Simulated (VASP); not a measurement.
# IrRh4 (P6_3/mmc) in VASP: single point with PBE

Aim: the single point of IrRh4 with PBE.

Everything below comes from runs of VASP 6.6.1. Logs are shortened: lines on timing, memory, paths and dates and some standing lists are left out, and cuts for length are marked.

## 1. The cell of the first run

Symmetry: P6_3/mmc, No. 194, hexagonal system. The conventional cell has a = 2.731 Å, b = 2.731 Å, c = 21.973 Å, α = 90.00°, β = 90.00°, γ = 120.00°. Ir (site symmetry -6m2) has 6 Rh at 2.70 Å and 6 Ir at 2.73 Å within 3.6 Å. Within 3.6 Å of Rh (site symmetry 3m) lie 12 Rh at 2.69 to 2.73 Å. Within 3.6 Å of Rh (site symmetry 3m) lie 3 Ir at 2.70 Å and 9 Rh at 2.71 to 2.73 Å.

## 2. Single point, PBE

Input file INCAR:

```
SYSTEM = IrRh4
  ALGO = Fast
  EDIFF = 1E-6
  ENCUT = 520
  GGA = PE
  ISIF = 2
  ISMEAR = 0
  LASPH = .True.
  LCHARG = .False.
  LREAL = .False.
  LWAVE = .False.
  NBANDS = 80
  NELM = 80
  PREC = Accurate
  SIGMA = 0.1
```

Input file KPOINTS:

```
k-points
0
Gamma
  18 18 2
  0 0 0
```

Input file POSCAR:

```
IrRh4
1.0
    2.7306258661      0.0000000000      0.0000000000
   -1.3653129330      2.3647913682      0.0000000000
    0.0000000000      0.0000000000     21.9725579293
Ir Rh
2 8
Direct
    0.6666666667      0.3333333333      0.7500000000
    0.3333333333      0.6666666667      0.2500000000
    0.6666666667      0.3333333333      0.9502814219
    0.6666666667      0.3333333333      0.1500398715
    0.6666666667      0.3333333333      0.3499601285
    0.6666666667      0.3333333333      0.5497185781
    0.3333333333      0.6666666667      0.6500398715
    0.3333333333      0.6666666667      0.8499601285
    0.3333333333      0.6666666667      0.0497185781
    0.3333333333      0.6666666667      0.4502814219
```

Potentials or basis: VASP PAW PBE potentials, release 64 (Ir, Rh_pv).

Run with:

```sh
$ cat potpaw_PBE.64/Ir/POTCAR potpaw_PBE.64/Rh_pv/POTCAR > POTCAR
$ mpirun -np 1 vasp_std > vasp.out
```

OUTCAR:

```text
SYSTEM = IrRh4
   EDIFF = 1E-6
   ENCUT = 520
   GGA = PE
   ISIF = 2
   ISMEAR = 0
   LASPH = .True.
   LREAL = .False.
   NELM = 80
   PREC = Accurate

 ion  position               nearest neighbor table
   1  0.667  0.333  0.750-   7 2.70   8 2.70   7 2.70   8 2.70   7 2.70   8 2.70
   2  0.333  0.667  0.250-   4 2.70   5 2.70   4 2.70   5 2.70   4 2.70   5 2.70
   3  0.667  0.333  0.950-   9 2.69   9 2.69   9 2.69   8 2.71   8 2.71   8 2.71
   4  0.667  0.333  0.150-   2 2.70   2 2.70   2 2.70   9 2.71   9 2.71   9 2.71
   5  0.667  0.333  0.350-   2 2.70   2 2.70   2 2.70  10 2.71  10 2.71  10 2.71
   6  0.667  0.333  0.550-  10 2.69  10 2.69  10 2.69   7 2.71   7 2.71   7 2.71
   7  0.333  0.667  0.650-   1 2.70   1 2.70   1 2.70   6 2.71   6 2.71   6 2.71
   8  0.333  0.667  0.850-   1 2.70   1 2.70   1 2.70   3 2.71   3 2.71   3 2.71
   9  0.333  0.667  0.050-   3 2.69   3 2.69   3 2.69   4 2.71   4 2.71   4 2.71
  10  0.333  0.667  0.450-   6 2.69   6 2.69   6 2.69   5 2.71   5 2.71   5 2.71

  LATTYP: Found a hexagonal cell.
 ALAT       =     2.7306258661
 C/A-ratio  =     8.0467112694

  Lattice vectors:

 A1 = (   2.7306258661,   0.0000000000,   0.0000000000)
 A2 = (  -1.3653129330,   2.3647913682,   0.0000000000)
 A3 = (   0.0000000000,   0.0000000000,  21.9725579293)

Analysis of symmetry for initial positions (statically):
=====================================================================
 Subroutine PRICEL returns:
 Original cell was already a primitive cell.

 Routine SETGRP: Setting up the symmetry group for a
 hexagonal supercell.

 Subroutine GETGRP returns: Found 24 space group operations
 (whereof 12 operations were pure point group operations)
 out of a pool of 24 trial point group operations.

The static configuration has the point symmetry D_3d.
 The point group associated with its full space group is D_6h.

Analysis of symmetry for dynamics (positions and initial velocities):
=====================================================================
 Subroutine PRICEL returns:
 Original cell was already a primitive cell.

 Routine SETGRP: Setting up the symmetry group for a
 hexagonal supercell.

 Subroutine GETGRP returns: Found 24 space group operations
 (whereof 12 operations were pure point group operations)
 out of a pool of 24 trial point group operations.

The dynamic configuration has the point symmetry D_3d.
 The point group associated with its full space group is D_6h.

 Subroutine INISYM returns: Found 24 space group operations
[... 116 lines left out ...]
   NSW    =      0    number of steps for IOM
   IBRION =     -1    ionic relax: 0-MD 1-quasi-New 2-CG
   NFREE  =      0    steps in history (QN), initial steepest desc. (CG)
   ISIF   =      2    stress and relaxation
   ISYM   =      2    0-nonsym 1-usesym 2-fastsym
   POTIM  = 0.5000    time-step for ionic-motion
   TEBEG  =    0.0;   TEEND  =   0.0 temperature during run
   PSTRESS=    0.0 pullay stress
   NELECT =     138.0000    total number of electrons
   NUPDOWN=      -1.0000    fix difference up-down
   EMIN   =  10.00;   EMAX   =-10.00  energy-range for DOS
   EFERMI =   0.00;   METHOD = LEGACY
   ISMEAR =     0;   SIGMA  =   0.10  broadening in eV -4-tet -1-fermi 0-gaus
   EFERMI_NEDOS =   21; number of points for ismear=-14 and -15
   IALGO  =     68    algorithm
   IMIX   =      4    mixing-type and parameters
     AMIX     =   0.40;   BMIX     =  1.00
     AMIX_MAG =   1.60;   BMIX_MAG =  1.00
  volume/ion in A,a.u.               =      14.19        95.75
  Fermi-wavevector in a.u.,A,eV,Ry     =   1.622019  3.065172 35.796195  2.630946
  Thomas-Fermi vector in A             =   2.715701
   LORBIT       =      0    0 simple, 1 ext, 2 COOP (PROOUT), +10 PAW based schemes
   GGA     = PE    functional components
   LHFCALC =     F    Hartree Fock is set to
   AEXX    =    0.0000 exact exchange contribution
   IVDW    =     0    specifies the selected vdW correction
   LEPSILON=     F    determine dielectric tensor
   LRPA    =     F    only Hartree local field effects (RPA)
 non-spin polarized calculation
 RMM-DIIS sequential band-by-band and
 Gauss-broadening in eV      SIGMA  =   0.10
  energy-cutoff  :      520.00
  volume of cell :      141.88
 maximum number of plane-waves:      3854
   NGX = 11   NGY = 11   NGZ = 81

 number of electron     138.0000045 magnetization

 Free energy of the ion-electron system (eV)
  ---------------------------------------------------
  ext. energy  EPLUGINS =         0.00000000
  ---------------------------------------------------
  free energy    TOTEN  =       -75.42100425 eV

  energy without entropy =      -75.34243559  energy(sigma->0) =      -75.38171992

 E-fermi :  11.2402     XC(G=0): -13.8590

 val. band max:       11.2393163005   @ k =   0.2222   0.1111   0.5000
 cond. band min:      11.2448893124   @ k =   0.2778   0.0000   0.0000
 fundamental gap:      0.0055730119
 Fermi energy:        11.2401806797

 k-point     1 :       0.0000    0.0000    0.0000
  band No.  band energies     occupation
      1     -35.8381      2.00000
      2     -35.8361      2.00000
      3     -35.7141      2.00000
      4     -35.7098      2.00000
      5     -35.5012      2.00000
      6     -35.4980      2.00000
[... 1981 lines left out ...]
     79      13.9975      0.00000
     80      15.2093      0.00000

 [... further k-points ...]
[... 5 lines left out ...]
  --------------------------------------------------------------------------------------
  -------------------------------------------------------------------------------------
  Total        0.1639387      0.1639387      0.2805257      0.0000000      0.0000000      0.0000000
  in kB        1.8512135      1.8512135      3.1677259      0.0000000      0.0000000      0.0000000
  external PRESSURE =       2.2900510 kB  Pullay stress =       0.0000000 kB

 VOLUME and BASIS-vectors are now :
 -----------------------------------------------------------------------------
  energy-cutoff  :      520.00
  volume of cell :      141.88
      direct lattice vectors                 reciprocal lattice vectors
     2.730625866  0.000000000  0.000000000     0.366216409  0.211435143  0.000000000
    -1.365312933  2.364791368  0.000000000     0.000000000  0.422870285  0.000000000
     0.000000000  0.000000000 21.972557929     0.000000000  0.000000000  0.045511315

 POSITION                                       TOTAL-FORCE (eV/Angst)
 -----------------------------------------------------------------------------------
      1.36531      0.78826     16.47942        -0.000000     -0.000000     -0.000000
     -0.00000      1.57653      5.49314         0.000000     -0.000000     -0.000000
      1.36531      0.78826     20.88011        -0.000000      0.000000     -0.020059
      1.36531      0.78826      3.29676        -0.000000      0.000000     -0.031455
      1.36531      0.78826      7.68952        -0.000000      0.000000      0.031455
      1.36531      0.78826     12.07872        -0.000000      0.000000      0.020059
     -0.00000      1.57653     14.28304         0.000000     -0.000000     -0.031455
     -0.00000      1.57653     18.67580         0.000000     -0.000000      0.031455
     -0.00000      1.57653      1.09244         0.000000     -0.000000      0.020059
     -0.00000      1.57653      9.89383         0.000000     -0.000000     -0.020059
 -----------------------------------------------------------------------------------
    total drift:                               -0.000000      0.000000     -0.000000

  FREE ENERGIE OF THE ION-ELECTRON SYSTEM (eV)
  ---------------------------------------------------
  free  energy   TOTEN  =       -75.4210042540 eV

  energy  without entropy=      -75.3424355879  energy(sigma->0) =      -75.38171992
```

OSZICAR:

```text
N       E                     dE             d eps       ncg     rms          rms(c)
DAV:   1     0.194469757401E+04    0.19447E+04   -0.81468E+04 12328   0.197E+03
DAV:   2     0.258992319562E+02   -0.19188E+04   -0.18729E+04 12112   0.634E+02
DAV:   3    -0.750471624116E+02   -0.10095E+03   -0.91472E+02 14160   0.147E+02
[... 13 lines left out ...]
RMM:  70    -0.754210112227E+02   -0.11532E-05   -0.11697E-05  1656   0.226E-03    0.179E-03
RMM:  71    -0.754210066807E+02    0.45421E-05    0.45331E-05  1386   0.223E-03    0.156E-03
RMM:  72    -0.754210077062E+02   -0.10255E-05   -0.10289E-05   627   0.217E-03    0.158E-03
RMM:  73    -0.754210032911E+02    0.44151E-05    0.44099E-05   540   0.216E-03    0.167E-03
RMM:  74    -0.754210042540E+02   -0.96289E-06   -0.97029E-06   526   0.216E-03
   1 F= -.75421004E+02 E0= -.75381720E+02  d E =-.785687E-01
```

stdout:

```text
POSCAR found type information on POSCAR IrRh
 POSCAR found :  2 types and      10 ions
 scaLAPACK will be used
 LDA part: xc-table for (Slater+PW92), standard interpolation
 POSCAR, INCAR and KPOINTS ok, starting setup
 FFT: planning ... GRIDC
[... 21 lines left out ...]
|     is unoccupied at all k-points. It is always recommended to include      |
|     a few unoccupied bands to accelerate the convergence of                 |
|     molecular-dynamics runs (even for insulators or semiconductors),        |
|     since the presence of unoccupied bands improves wavefunction            |
|     prediction and helps to suppress 'band-crossings'.                      |
|                                                                             |
 -----------------------------------------------------------------------------
```

Run time: 30 min. Hardware: 1 thread of Intel Xeon Platinum 8559C (Emerald Rapids), shared host; peak memory 0.67 GiB.

Results:

```yaml
Free_energy: -75.4210 eV
Pressure: 0.2 GPa
Largest_force: 0.031 eV/Å
Band_gap_on_the_k_mesh: zero (bands 69 and 70 overlap by 2.02 eV)
```

Forces on the atoms (eV/Å):
```
Ir   0.000  0.000  0.000
Ir   0.000  0.000  0.000
Rh   0.000  0.000 -0.020
Rh   0.000  0.000 -0.031
Rh   0.000  0.000  0.031
Rh   0.000  0.000  0.020
Rh   0.000  0.000 -0.031
Rh   0.000  0.000  0.031
Rh   0.000  0.000  0.020
Rh   0.000  0.000 -0.020
```

Caveat: the highest band is partly filled, so the run has too few bands; spin-orbit coupling is left out, which moves the levels of the heavy elements.
